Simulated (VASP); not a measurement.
# Ba8LiTi8O24 (a cell with a defect) in VASP: a series of runs, part 2 of 2

VASP 6.6.1. The steps go on from the part before.

**3. Single point, PBE**

The input, INCAR:

```
PREC = Accurate
ENCUT = 650
EDIFF = 1E-6
ISMEAR = -1
SIGMA = 0.05
LREAL = Auto
LASPH = True
NELM = 120
ALGO = Normal
ISIF = 2
LWAVE = False
LCHARG = False
GGA = PE
NELECT = 322.0
NBANDS = 188
GGA_COMPAT = False
KPAR = 2
NCORE = 2
```

The input, KPOINTS:

```
Automatic mesh
0
Gamma
  2 2 2
```

The input, POSCAR:

```
Ba8LiTi8O24
1.0
    7.9400000000      0.0000000000      0.0000000000
    0.0000000000      7.9400000000      0.0000000000
    0.0000000000      0.0000000000      7.9400000000
Ba Ti O Li
8 8 24 1
Direct
    0.0173425693      0.0031234257      0.0245717884
    0.0132997481     -0.0015365239      0.5236775819
    0.0034382872      0.4729596977     -0.0377078086
   -0.0619773300      0.5122795970      0.5364231738
    0.4972921914     -0.0173551637      0.0261083123
    0.4723677582     -0.0273551637      0.4811083123
    0.5070780856      0.4945591940     -0.0009319899
    0.5125818640      0.4998236776      0.5266120907
    0.2654659950      0.2345088161      0.2631108312
    0.2797229219      0.2181738035      0.7796473552
    0.2284382872      0.7160327456      0.2422040302
    0.2368639798      0.7337657431      0.7424685139
    0.7481486146      0.2422418136      0.2748236776
    0.7509697733      0.1916624685      0.7699874055
    0.7237027708      0.7403526448      0.2226574307
    0.7256045340      0.7166876574      0.7590554156
    0.2509571788      0.2819395466     -0.0123425693
   -0.0011335013      0.2752644836      0.2994332494
    0.2646095718      0.0262468514      0.2234760705
    0.3110201511      0.2189672544      0.4953400504
   -0.0070654912      0.2238916877      0.7561586902
    0.2480604534     -0.0084634761      0.7558312343
    0.2647607053      0.7723425693      0.0166372796
    0.0003022670      0.7449118388      0.2304408060
    0.2529093199      0.4934886650      0.2734130982
    0.2298740554      0.7193576826      0.5044710327
   -0.0036523929      0.7392695214      0.7503652393
    0.2469773300      0.4796347607      0.7090428212
    0.7865113350      0.2708438287      0.0084760705
    0.5289042821      0.2276700252      0.2705541562
    0.7772292191     -0.0165994962      0.2555037783
    0.7448740554      0.2333123426      0.5148614610
    0.5110831234      0.2436397985      0.7880982368
    0.7595843829     -0.0280478589      0.7838413098
    0.7281108312      0.7468891688      0.0017380353
    0.5074811083      0.7297481108      0.2644206549
    0.7378085642      0.5001763224      0.2357808564
    0.7246977330      0.7560831234      0.5273047859
    0.4793450882      0.7419647355      0.7704911839
    0.7177707809      0.4851259446      0.7378589421
    0.1828463476      0.4090302267      0.5016372796
```

Potentials or basis: VASP PAW PBE potentials, release 64 (Ba_sv, Ti_sv, O, Li_sv).

Launch:

```console
cat potpaw_PBE.64/Ba_sv/POTCAR potpaw_PBE.64/Ti_sv/POTCAR potpaw_PBE.64/O/POTCAR potpaw_PBE.64/Li_sv/POTCAR > POTCAR
mpirun -np 4 vasp_std > vasp.out
```

Wall time 14 min (4 MPI ranks of Intel Xeon Platinum 8375C at 2.90GHz (Ice Lake), shared host); peak memory 0.66 GiB.

The run converged. Its results:

```
Free energy   : -317.0721 eV
Largest force : 4.957 eV/Å
```

Forces on the atoms (eV/Å):
```
Ba  -1.612 -0.460 -0.717
Ba  -1.564 -0.387 -1.467
Ba  -0.256  1.440  2.326
Ba  -0.336  0.001 -3.062
Ba   1.331  0.609 -1.551
Ba   2.647 -1.230  1.569
Ba  -0.592 -0.913  0.988
Ba  -1.465 -0.986 -2.816
Ti  -1.036  4.131  1.015
Ti  -0.566  1.558 -3.047
Ti  -0.637  0.040  0.391
Ti   0.166 -0.521  0.010
Ti   3.002 -0.086 -0.825
Ti   0.895  2.433  0.074
Ti   3.848 -0.312  3.110
Ti  -0.159  3.072 -0.749
O    0.239 -1.183  2.853
O    2.258 -1.001 -0.467
O   -0.907 -3.369  1.056
O   -2.404  1.452  0.329
O    0.629  0.407 -0.753
O    0.443 -0.590  0.165
O   -0.806 -2.037 -0.516
O    0.644 -0.708  0.821
O    0.218 -0.752 -0.639
O    0.422  1.785 -0.008
O    0.200  0.001  1.240
O   -0.501  0.021  1.530
O   -1.773 -2.161 -0.292
O   -3.252  0.554 -1.660
O   -1.123  0.850 -0.111
O   -0.245 -0.483  0.676
O   -0.558 -1.188 -0.465
O   -0.592  0.305 -0.361
O    0.446 -0.449 -1.382
O   -2.627  0.739 -0.199
O    0.543 -0.225  1.283
O    0.771 -0.259  0.236
O    0.670 -0.112 -0.590
O    1.372  0.715  2.666
Li   2.268 -0.703 -0.661
```

Levels at points of the mesh, in eV from the Fermi level:
```
           k point  band 158  band 159  band 160  band 161  band 162  band 163  band 164  band 165
(0.00, 0.00, 0.00)     -1.27     -1.17     -1.11     -0.95      0.94      1.06      1.23      1.33
(0.50, 0.00, 0.00)     -1.43     -1.25     -1.20     -1.06      1.17      1.39      1.55      1.60
(0.00, 0.50, 0.00)     -1.36     -1.31     -1.22     -1.06      0.99      1.24      1.35      1.49
(0.00, 0.00, 0.50)     -1.40     -1.37     -1.23     -1.00      1.05      1.37      1.49      1.57
(0.50, 0.50, 0.00)     -1.39     -1.35     -1.31     -1.12      1.34      1.41      1.75      1.77
(0.00, 0.50, 0.50)     -1.40     -1.38     -1.31     -1.16      1.36      1.42      1.50      1.64
(0.50, 0.00, 0.50)     -1.41     -1.35     -1.28     -1.13      1.32      1.52      1.60      1.78
(0.50, 0.50, 0.50)     -1.46     -1.37     -1.26     -1.18      1.40      1.59      1.77      1.83
```

Caveat: the cell carries a net charge on a neutralising background, which shifts energy and pressure; the cell is charged against a uniform background, so pressure and absolute levels hang on convention; spin-orbit coupling is left out, which moves the levels of the heavy elements.

**4. Single point, PBE**

The input, INCAR:

```
PREC     = Accurate       # precision mode
ENCUT    = 650            # plane-wave cutoff, eV
EDIFF    = 1E-6           # SCF threshold, eV
ISMEAR   = -1             # smearing method
SIGMA    = 0.05           # smearing width, eV
LREAL    = Auto         
LASPH    = True           # aspherical terms in the spheres
NELM     = 120            # most SCF steps
ALGO     = Normal         # electronic algorithm
ISIF     = 2              # what is computed and relaxed
LWAVE    = False          # write WAVECAR
LCHARG   = False          # write CHGCAR
GGA      = PE             # functional
NELECT   = 322.0        
NBANDS   = 188            # bands
GGA_COMPAT= False        
KPAR     = 2            
NCORE    = 2
```

KPOINTS is that of step 3.

The input, POSCAR:

```
Ba8LiTi8O24
1.0
    7.9400000000      0.0000000000      0.0000000000
    0.0000000000      7.9400000000      0.0000000000
    0.0000000000      0.0000000000      7.9400000000
Ba Ti O Li
8 8 24 1
Direct
    0.0134634761      0.0153778338      0.0103778338
    0.0151007557     -0.0137279597      0.5344206549
   -0.0093073048      0.4784886650     -0.0095340050
   -0.0552518892      0.4891813602      0.4944836272
    0.4681108312     -0.0102518892      0.0127078086
    0.4939420655     -0.0577833753      0.5112090680
    0.4912720403      0.4494710327      0.0057556675
    0.4999370277      0.4873929471      0.5423929471
    0.2522166247      0.2247984887      0.2825944584
    0.2546977330      0.2174181360      0.7604156171
    0.2227078086      0.7329345088      0.2333753149
    0.2354534005      0.7298614610      0.7597355164
    0.7527204030      0.2370403023      0.2720277078
    0.7346221662      0.2361460957      0.7475188917
    0.7646599496      0.7377455919      0.2316498741
    0.7451133501      0.7457430730      0.7655289673
    0.2810831234      0.2283627204      0.0404911839
    0.0007178841      0.1901259446      0.2738664987
    0.1866120907     -0.0494080605      0.2505163728
    0.2499622166      0.1986272040      0.5199496222
    0.0065239295      0.2135894207      0.7706045340
    0.2650000000     -0.0094584383      0.7934256927
    0.2519269521      0.7259319899      0.0072292191
   -0.0241435768      0.7032241814      0.2522544081
    0.2169521411      0.4536649874      0.2674559194
    0.2182871537      0.7361335013      0.5115113350
   -0.0255037783      0.7196725441      0.7645591940
    0.2153274559      0.4906801008      0.7530100756
    0.7768513854      0.2112594458      0.0018261965
    0.5262342569      0.2028841310      0.2836397985
    0.7615869018     -0.0328463476      0.2997355164
    0.7189294710      0.2454156171      0.5141939547
    0.4942191436      0.2178589421      0.7338287154
    0.7282241814     -0.0210957179      0.7171536524
    0.7617506297      0.7342947103      0.0194206549
    0.4853274559      0.7007304786      0.2409823678
    0.7502770781      0.4564609572      0.2519647355
    0.6851637280      0.7289672544      0.5344962217
    0.4541183879      0.7349370277      0.7425314861
    0.6923677582      0.4859445844      0.7641687657
    0.2303274559      0.5401889169      0.5447355164
```

Potentials or basis: VASP PAW PBE potentials, release 64 (Ba_sv, Ti_sv, O, Li_sv).

Launch:

```console
cat potpaw_PBE.64/Ba_sv/POTCAR potpaw_PBE.64/Ti_sv/POTCAR potpaw_PBE.64/O/POTCAR potpaw_PBE.64/Li_sv/POTCAR > POTCAR
mpirun -np 4 vasp_std > vasp.out
```

OUTCAR:

```text
PREC = Accurate
   ENCUT = 650
   EDIFF = 1E-6
   ISMEAR = -1
   LREAL = Auto
   LASPH = True
   NELM = 120
   ISIF = 2
   GGA = PE
   NELECT = 322.0

 ion  position               nearest neighbor table
   1  0.013  0.015  0.010-  19 2.41  29 2.44  21 2.47  18 2.51  22 2.64  17 2.73  23 2.98  35 3.00
                            27 3.07  31 3.07  24 3.15  10 3.19  34 3.26  11 3.31   9 3.32  13 3.42
   2  0.015  0.986  0.534-  20 2.52  26 2.57  21 2.60  18 2.63  19 2.65  34 2.70  31 2.75  27 2.81
                            22 2.86  32 3.13  24 3.19  10 3.19  12 3.23  38 3.32   9 3.34  16 3.41
   3  0.991  0.478  0.990-  28 2.60  27 2.63  29 2.72  35 2.74  21 2.74  24 2.74  37 2.83  25 2.85
                            23 2.86  40 2.97  17 3.07  18 3.21  12 3.33  15 3.34  11 3.35  16 3.39
   4  0.945  0.489  0.494-  41 2.34  37 2.48  24 2.58  32 2.64  38 2.82  25 2.83  27 2.83  26 2.93
                            40 2.93  28 2.97  18 2.98  13 3.07  21 3.14  15 3.21  14 3.29  20 3.35
   5  0.468  0.990  0.013-  22 2.37  17 2.42  23 2.71  30 2.78  33 2.87  36 2.93  19 2.94  39 2.95
                            29 3.02  35 3.09  34 3.13  10 3.19  31 3.26   9 3.32  11 3.32  12 3.42
   6  0.494  0.942  0.511-  38 2.28  39 2.49  34 2.49  31 2.72  26 2.73  30 2.76  20 2.81  33 2.81
[... 305 lines left out ...]
      6     -52.0731      2.00000
[... 1397 lines left out ...]
    172       7.3919      0.00000
    173       7.4440      0.00000
 [bands above 173 left out]

------------------------ aborting loop because EDIFF is reached ----------------------------------------

  FORCE on cell =-STRESS in cart. coord.  units (eV):
  Direction    XX          YY          ZZ          XY          YZ          ZX
  --------------------------------------------------------------------------------------
  -------------------------------------------------------------------------------------
  Total       62.5867203     55.5407405     55.8480452     -1.0901016     -3.3520778      3.6125971
  in kB      200.3232093    177.7709285    178.7545281     -3.4891210    -10.7290967     11.5629490
  external PRESSURE =     185.6162220 kB  Pullay stress =       0.0000000 kB

 VOLUME and BASIS-vectors are now :
 -----------------------------------------------------------------------------
  energy-cutoff  :      650.00
  volume of cell :      500.57
      direct lattice vectors                 reciprocal lattice vectors
     7.940000000  0.000000000  0.000000000     0.125944584  0.000000000  0.000000000
     0.000000000  7.940000000  0.000000000     0.000000000  0.125944584  0.000000000
     0.000000000  0.000000000  7.940000000     0.000000000  0.000000000  0.125944584

 POSITION                                       TOTAL-FORCE (eV/Angst)
 -----------------------------------------------------------------------------------
      0.10690      0.12210      0.08240        -2.046087     -2.003427     -0.222364
      0.11990      7.83100      4.24330        -2.213148     -0.694030     -1.223938
      7.86610      3.79920      7.86430        -0.128613     -0.814312      0.886829
      7.50130      3.88410      3.92620         0.356502     -0.284158      1.061429
      3.71680      7.85860      0.10090         3.716587     -1.833562      1.470255
      3.92190      7.48120      4.05900        -1.197624      2.792058     -2.183306
[... 33 lines left out ...]
      5.49740      3.85840      6.06750         2.958616     -0.715177      1.139236
      1.82880      4.28910      4.32520        -0.835383     -2.500051     -1.660605
 -----------------------------------------------------------------------------------
    total drift:                                0.011631     -0.025036     -0.044198

  FREE ENERGIE OF THE ION-ELECTRON SYSTEM (eV)
  ---------------------------------------------------
  free  energy   TOTEN  =      -314.8489219285 eV

  energy  without entropy=     -314.8489215339  energy(sigma->0) =     -314.84892173
```

It took 14 min on 4 MPI ranks of Intel Xeon Platinum 8375C at 2.90GHz (Ice Lake), shared host; peak memory 0.65 GiB.

Results:

* Free energy: -314.8489 eV
* Largest force: 7.249 eV/Å

Forces on the atoms (eV/Å):
```
Ba  -2.046 -2.003 -0.222
Ba  -2.213 -0.694 -1.224
Ba  -0.129 -0.814  0.887
Ba   0.357 -0.284  1.061
Ba   3.717 -1.834  1.470
Ba  -1.198  2.792 -2.183
Ba   0.402  2.143  1.788
Ba   0.381 -1.021 -3.689
Ti  -1.256  1.161 -0.787
Ti  -0.903  0.425 -0.636
Ti   2.765 -1.657  1.673
Ti  -0.097  0.603  1.011
Ti  -0.098 -3.691 -1.273
Ti   0.255 -1.506  1.290
Ti  -5.561  2.034  4.181
Ti  -0.579  0.383 -1.604
O   -1.666 -0.016 -1.311
O    0.347  2.154  0.674
O    2.852  0.984  0.947
O    0.256  1.216  0.226
O   -0.067  1.508 -1.298
O   -1.910 -0.418 -1.576
O   -1.337 -0.457 -0.672
O    3.753 -0.690  0.560
O    0.514  0.399  1.239
O   -0.096  1.161 -0.019
O   -0.261  0.673 -0.421
O    0.985 -1.225  0.224
O   -2.247  0.915 -0.322
O   -3.205  0.280 -1.143
O   -0.108 -1.174 -1.308
O    2.374  0.275  0.822
O   -0.270  0.511  1.865
O    0.743  0.213  2.516
O   -1.059  0.371 -4.222
O   -0.998  0.699  0.428
O   -0.189  2.489 -0.458
O    4.023 -2.293 -0.111
O    1.647 -0.396  2.138
O    2.959 -0.715  1.139
Li  -0.835 -2.500 -1.661
```

Caveat: the cell carries a net charge on a neutralising background, which shifts energy and pressure; the cell is charged against a uniform background, so pressure and absolute levels hang on convention; the atoms stand as in a frame of molecular dynamics; spin-orbit coupling is left out, which moves the levels of the heavy elements.
